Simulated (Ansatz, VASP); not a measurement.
# One calculation of KF, two programs

File POSCAR:

```
KF
1.0
    0.0000000000      2.6718500000      2.6718500000
    2.6718500000      0.0000000000      2.6718500000
    2.6718500000      2.6718500000      0.0000000000
K F
1 1
Direct
    0.0000000000      0.0000000000      0.0000000000
    0.5000000000      0.5000000000      0.5000000000
```

INCAR.step1

```
PREC = Accurate
ENCUT = 520
ISMEAR = 0
SIGMA = 0.1
LREAL = False
LASPH = True
NELM = 100
NBANDS = 15
GGA = PE
ALGO = Normal
EDIFF = 1E-4
LWAVE = True
LCHARG = False
```

The input INCAR.step2:

```
PREC = Accurate
ENCUT = 520
EDIFF = 1E-6
ISMEAR = 0
SIGMA = 0.1
LREAL = False
LASPH = True
NELM = 100
ALGO = Normal
ISIF = 2
LWAVE = False
LCHARG = False
METAGGA = R2SCAN
LMIXTAU = True
NBANDS = 15
ISTART = 1
```

File KPOINTS:

```
Automatic mesh
0
Gamma
  6 6 6
```

Input for Ansatz:

```yaml
crystal:
  lattice:
    - [0.0, 2.67185, 2.67185]
    - [2.67185, 0.0, 2.67185]
    - [2.67185, 2.67185, 0.0]
  atoms:
    - { symbol: K, position: [0.0, 0.0, 0.0] }
    - { symbol: F, position: [0.5, 0.5, 0.5] }
basis:
  ecutwfc: 500
kpoints:
  mp_grid: { grid: [6, 6, 6] }
hamiltonian:
  xc: r2scan
scf:
  occupations: { method: gaussian, width: 0.1 }
output:
  forces: true
  stress: true
  eigenvalues: true
```

Alike in both runs: task single point; functional r2SCAN; k mesh 6 × 6 × 6; occupations gaussian, width 0.1 eV; no spin polarisation.

```csv
,VASP,Ansatz
version,VASP 6.6.1,Ansatz 0.2.0
potentials or method,"VASP PAW PBE potentials, release 64 (K_sv, F), cutoff 520 eV","scalar-relativistic, plane waves, PAW"
valence electrons in the cell,16,16
```

|  | VASP | Ansatz | Ansatz less VASP |
| --- | --- | --- | --- |
| gap on the k mesh at the Fermi level (eV) | 6.83 | 6.83 | 0.000 |
| least direct gap on the mesh (eV) | 6.83 | 6.83 | 0.000 |
| pressure (GPa) | -0.5 | -0.5 | +0.05 |

VASP's potentials were made for PBE, not for r2SCAN. The functional is the same, so the differences come from potentials, cutoffs and numerics.
